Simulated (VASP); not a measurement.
Here is a VASP 6.6.1 calculation.

Contents of INCAR:

```
SYSTEM = CaSe
PREC = Accurate ; ENCUT = 520
EDIFF = 1E-6 ; ISMEAR = 0
SIGMA = 0.05 ; LREAL = .False.
LASPH = .True. ; NELM = 80
ALGO = Normal ; ISIF = 2
LWAVE = .False. ; LCHARG = .True.
GGA = PS ; LELF = .True.
LVHAR = .True. ; NBANDS = 15
```

File KPOINTS:

```
regular mesh
0
Gamma
  10 10 10
  0 0 0
```

File POSCAR:

```
CaSe
1.0
    0.0000000000      2.9658188856      2.9658188856
    2.9658188856      0.0000000000      2.9658188856
    2.9658188856      2.9658188856      0.0000000000
Ca Se
1 1
Direct
    0.5000000000      0.5000000000      0.5000000000
    0.0000000000      0.0000000000      0.0000000000
```

Potentials or basis: VASP PAW PBE potentials, release 64 (Ca_sv, Se).

The run is started by

```bash
$ cat potpaw_PBE.64/Ca_sv/POTCAR potpaw_PBE.64/Se/POTCAR > POTCAR
$ mpirun -np 1 vasp_std > vasp.out
```

(1) Estimate the pressure.

(2) What does it give for the band gap on the k mesh?

Answers

(1) -1.4 GPa.

(2) 1.95 eV, indirect (least direct gap 2.89 eV).

Caveat: the PAW data sets were made with another functional, which shifts forces and pressure a little.
